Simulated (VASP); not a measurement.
# B (Im-3m) in VASP: further runs, part 2 of 2

VASP 6.6.1. The steps go on from the part before.

### 4 Single point, r2SCAN

This run uses another cell than the first one, of 6.04 Å³/atom, 0.922 times its volume.

Input file POSCAR:

```
B
1.0
   -1.1474615457      1.1474615457      1.1474615457
    1.1474615457     -1.1474615457      1.1474615457
    1.1474615457      1.1474615457     -1.1474615457
B
1
Direct
    0.0000000000      0.0000000000      0.0000000000
```

Input file INCAR.step1:

```
SYSTEM = B
ALGO     = Normal         ! electronic algorithm
EDIFF    = 1E-5           ! SCF threshold, eV
ENCUT    = 550            ! plane-wave cutoff, eV
GGA      = PE             ! functional
GGA_COMPAT= .False.      
ISMEAR   = -1             ! smearing method
LASPH    = .True.         ! aspherical terms in the spheres
LCHARG   = .False.        ! write CHGCAR
LREAL    = .False.        ! projectors in reciprocal space
LWAVE    = .True.         ! write WAVECAR
NBANDS   = 8              ! bands
NELM     = 120            ! most SCF steps
PREC     = Accurate       ! precision mode
SIGMA    = 0.1            ! smearing width, eV
```

Input file INCAR.step2:

```
SYSTEM = B
ALGO     = Normal         ! electronic algorithm
EDIFF    = 1E-6           ! SCF threshold, eV
ENCUT    = 550            ! plane-wave cutoff, eV
GGA_COMPAT= .False.      
ISIF     = 2              ! what is computed and relaxed
ISMEAR   = -1             ! smearing method
ISTART   = 1            
LASPH    = .True.         ! aspherical terms in the spheres
LCHARG   = .False.        ! write CHGCAR
LMIXTAU  = .True.       
LREAL    = .False.        ! projectors in reciprocal space
LWAVE    = .False.        ! write WAVECAR
METAGGA  = R2SCAN         ! meta-GGA
NBANDS   = 8              ! bands
NELM     = 120            ! most SCF steps
PREC     = Accurate       ! precision mode
SIGMA    = 0.1            ! smearing width, eV
```

Input file KPOINTS:

```
k-points
0
Gamma
  10 10 10
  0 0 0
```

Potentials or basis: VASP PAW PBE potentials, release 64 (B).

On the command line:

```sh
$ cat potpaw_PBE.64/B/POTCAR > POTCAR
$ cp INCAR.step1 INCAR
$ mpirun -np 1 vasp_std > vasp.out
$ cp INCAR.step2 INCAR
$ mpirun -np 1 vasp_std > vasp.out
```

OUTCAR:

```text
SYSTEM = B
   EDIFF = 1E-6
   ENCUT = 550
   ISIF = 2
   ISMEAR = -1
   ISTART = 1
   LASPH = .True.
   LREAL = .False.
   METAGGA = R2SCAN
   NELM = 120
   PREC = Accurate

 ion  position               nearest neighbor table
   1  0.000  0.000  0.000-

  LATTYP: Found a body centered cubic cell.
 ALAT       =     2.2949230914

  Lattice vectors:

 A1 = (  -1.1474615457,   1.1474615457,   1.1474615457)
 A2 = (   1.1474615457,  -1.1474615457,   1.1474615457)
 A3 = (   1.1474615457,   1.1474615457,  -1.1474615457)

Analysis of symmetry for initial positions (statically):
=====================================================================
 Subroutine PRICEL returns:
 Original cell was already a primitive cell.

 Routine SETGRP: Setting up the symmetry group for a
 body centered cubic supercell.

 Subroutine GETGRP returns: Found 48 space group operations
 (whereof 48 operations were pure point group operations)
 out of a pool of 48 trial point group operations.

The static configuration has the point symmetry O_h .

Analysis of symmetry for dynamics (positions and initial velocities):
=====================================================================
 Subroutine PRICEL returns:
 Original cell was already a primitive cell.

 Routine SETGRP: Setting up the symmetry group for a
 body centered cubic supercell.

 Subroutine GETGRP returns: Found 48 space group operations
 (whereof 48 operations were pure point group operations)
 out of a pool of 48 trial point group operations.

The dynamic configuration has the point symmetry O_h .

 Subroutine INISYM returns: Found 48 space group operations
 (whereof 48 operations are pure point group operations),
 and found     1 'primitive' translations

----------------------------------------------------------------------------------------

                                     Primitive cell

  volume of cell :       6.0433
[... 101 lines left out ...]
   EFERMI =   0.00;   METHOD = LEGACY
   ISMEAR =    -1;   SIGMA  =   0.10  broadening in eV -4-tet -1-fermi 0-gaus
   EFERMI_NEDOS =   21; number of points for ismear=-14 and -15
   IALGO  =     38    algorithm
   IMIX   =      4    mixing-type and parameters
     AMIX     =   0.40;   BMIX     =  1.00
     AMIX_MAG =   1.60;   BMIX_MAG =  1.00
  volume/ion in A,a.u.               =       6.04        40.78
  Fermi-wavevector in a.u.,A,eV,Ry     =   1.296255  2.449567 22.861557  1.680277
  Thomas-Fermi vector in A             =   2.427723
   LORBIT       =      0    0 simple, 1 ext, 2 COOP (PROOUT), +10 PAW based schemes
   METAGGA = R2SCAN    functional components
   LHFCALC =     F    Hartree Fock is set to
   AEXX    =    0.0000 exact exchange contribution
   IVDW    =     0    specifies the selected vdW correction
   LEPSILON=     F    determine dielectric tensor
   LRPA    =     F    only Hartree local field effects (RPA)
 non-spin polarized calculation
  energy-cutoff  :      550.00
  volume of cell :        6.04
 maximum number of plane-waves:       188
   NGX =  7   NGY =  7   NGZ =  7

 number of electron       3.0000000 magnetization

 Free energy of the ion-electron system (eV)
  ---------------------------------------------------
  ext. energy  EPLUGINS =         0.00000000
  ---------------------------------------------------
  free energy    TOTEN  =        -5.50031362 eV

  energy without entropy =       -5.48928320  energy(sigma->0) =       -5.49479841

 E-fermi :  10.0129     XC(G=0): -14.0602

 val. band max:        9.8933066950   @ k =   0.5000   0.5000   0.4000
 cond. band min:      10.2164640978   @ k =  -0.4000   0.4000   0.2000
 fundamental gap:      0.3231574028
 Fermi energy:        10.0128842443

 k-point     1 :       0.0000    0.0000    0.0000
  band No.  band energies     occupation
      1      -9.8434      2.00000
      2      27.5832      0.00000
      3      27.5832      0.00000
      4      27.5832      0.00000
      5      46.0349      0.00000
      6      46.0349      0.00000
      7      46.0349      0.00000
      8      50.1278      0.00000
[... 243 lines left out ...]
 k-point    24 :      -0.3000    0.3000    0.1000
  band No.  band energies     occupation
      1      -4.9697      2.00000
      2      15.0665      0.00000
      3      20.3733      0.00000
      4      24.9973      0.00000
      5      35.4221      0.00000
      6      38.6259      0.00000
      7      45.9618      0.00000
      8      55.4386      0.00000

 [... further k-points ...]
[... 5 lines left out ...]
  --------------------------------------------------------------------------------------
  -------------------------------------------------------------------------------------
  Total       -0.0109268     -0.0109268     -0.0109268      0.0000000      0.0000000      0.0000000
  in kB       -2.8968611     -2.8968611     -2.8968611      0.0000000      0.0000000      0.0000000
  external PRESSURE =      -2.8968611 kB  Pullay stress =       0.0000000 kB

 VOLUME and BASIS-vectors are now :
 -----------------------------------------------------------------------------
  energy-cutoff  :      550.00
  volume of cell :        6.04
      direct lattice vectors                 reciprocal lattice vectors
    -1.147461546  1.147461546  1.147461546     0.000000000  0.435744450  0.435744450
     1.147461546 -1.147461546  1.147461546     0.435744450  0.000000000  0.435744450
     1.147461546  1.147461546 -1.147461546     0.435744450  0.435744450  0.000000000

 POSITION                                       TOTAL-FORCE (eV/Angst)
 -----------------------------------------------------------------------------------
      0.00000      0.00000      0.00000         0.000000     -0.000000     -0.000000
 -----------------------------------------------------------------------------------
    total drift:                               -0.000000     -0.000000      0.000000

  FREE ENERGIE OF THE ION-ELECTRON SYSTEM (eV)
  ---------------------------------------------------
  free  energy   TOTEN  =        -5.5003136208 eV

  energy  without entropy=       -5.4892831992  energy(sigma->0) =       -5.49479841
```

OUTCAR.step1:

```text
SYSTEM = B
   EDIFF = 1E-5
   ENCUT = 550
   GGA = PE
   ISMEAR = -1
[... 479 lines left out ...]

 POSITION                                       TOTAL-FORCE (eV/Angst)
 -----------------------------------------------------------------------------------
      0.00000      0.00000      0.00000        -0.000000      0.000000      0.000000
 -----------------------------------------------------------------------------------
    total drift:                               -0.000000      0.000000      0.000000

  FREE ENERGIE OF THE ION-ELECTRON SYSTEM (eV)
  ---------------------------------------------------
  free  energy   TOTEN  =        -4.9858427856 eV

  energy  without entropy=       -4.9744413078  energy(sigma->0) =       -4.98014205
```

OSZICAR.step1:

```text
N       E                     dE             d eps       ncg     rms          rms(c)
DAV:   1    -0.277596483408E+01   -0.27760E+01   -0.13858E+03   824   0.294E+02
DAV:   2    -0.499077568495E+01   -0.22148E+01   -0.21058E+01   968   0.338E+01
DAV:   3    -0.499325924114E+01   -0.24836E-02   -0.24831E-02   840   0.125E+00
DAV:   4    -0.499325932200E+01   -0.80864E-07   -0.80175E-07  1048   0.701E-03
DAV:   5    -0.499325932279E+01   -0.78670E-09   -0.21061E-11   824   0.212E-05    0.154E+00
DAV:   6    -0.498847763613E+01    0.47817E-02   -0.11887E-04   880   0.900E-02    0.924E-01
DAV:   7    -0.498584137816E+01    0.26363E-02   -0.33573E-04   808   0.163E-01    0.280E-02
DAV:   8    -0.498584278563E+01   -0.14075E-05   -0.21527E-07   488   0.439E-03
   1 F= -.49858428E+01 E0= -.49801420E+01  d E =-.114015E-01
```

Wall time 6.8 s (1 thread of AMD EPYC 9R45 (Zen 5), shared host); peak memory 0.08 GiB.

Results:

* Free energy: -5.5003 eV
* Pressure: -0.3 GPa

Caveat: the k points lie up to 0.39 Å⁻¹ apart; the PAW data sets were made with another functional, which shifts forces and pressure a little.

### 5 Overview

| task | spin | cell | k mesh | cutoff (eV) | gap on the mesh (eV) | pressure (GPa) |
| --- | --- | --- | --- | --- | --- | --- |
| relaxation of cell and atoms | off | relaxed from a = 2.042 Å, angles 109.5°, 1 atom | 18 × 18 × 18 | 600 | none | 0.1 |
| single point | non-collinear, zero start, SOC | a = 1.987 Å, angles 109.5°, 1 atom | 19 × 19 × 19 | 520 | - | -0.4 |
| single point | off | a = 1.987 Å, angles 109.5°, 1 atom | 10 × 10 × 10 | 550 | none | -0.3 |

Alike in all rows: level r2SCAN; potentials or basis VASP PAW PBE potentials, release 64 (B); smearing fermi-dirac 0.1 eV.

Caveats: some runs use coarse meshes; the PAW data sets were made with another functional, which shifts forces and pressure a little.

Total energies depend on the potentials used, so only differences within one code and one set of settings carry meaning.
